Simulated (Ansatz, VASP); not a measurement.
**CuI in VASP and in Ansatz**

```
CELL_PARAMETERS angstrom
0.00000 3.01169 3.01169
3.01169 0.00000 3.01169
3.01169 3.01169 0.00000
ATOMIC_POSITIONS crystal
Cu 0.75000 0.75000 0.75000
I 0.00000 0.00000 0.00000
```

Alike in both runs: functional r2SCAN; k mesh 14 × 14 × 14; occupations fermi-dirac, width 0.1 eV; no spin polarisation.

Ansatz relaxed the structure, and its values are those at the end. VASP's run is a single point on that final structure, the one shown.

```csv
,VASP,Ansatz
version,VASP 6.6.1,Ansatz 0.2.0
potentials or method,"VASP PAW PBE potentials, release 64 (Cu, I)","PAW with Ansatz's default frozen-core files, scalar-relativistic"
plane-wave cutoff (eV),520,500
valence electrons in the cell,18,36
```

```tsv
	VASP	Ansatz	Ansatz less VASP
pressure (GPa)	0.0	0.0	+0.03
```

VASP's potentials were made for PBE, not for r2SCAN. The functional is the same, so the differences come from potentials, cutoffs and numerics. VASP's potentials hold 18 valence electrons a cell and Ansatz's 36, so a difference there can come from the potentials and not from the codes.

Neither program's run includes spin-orbit coupling.
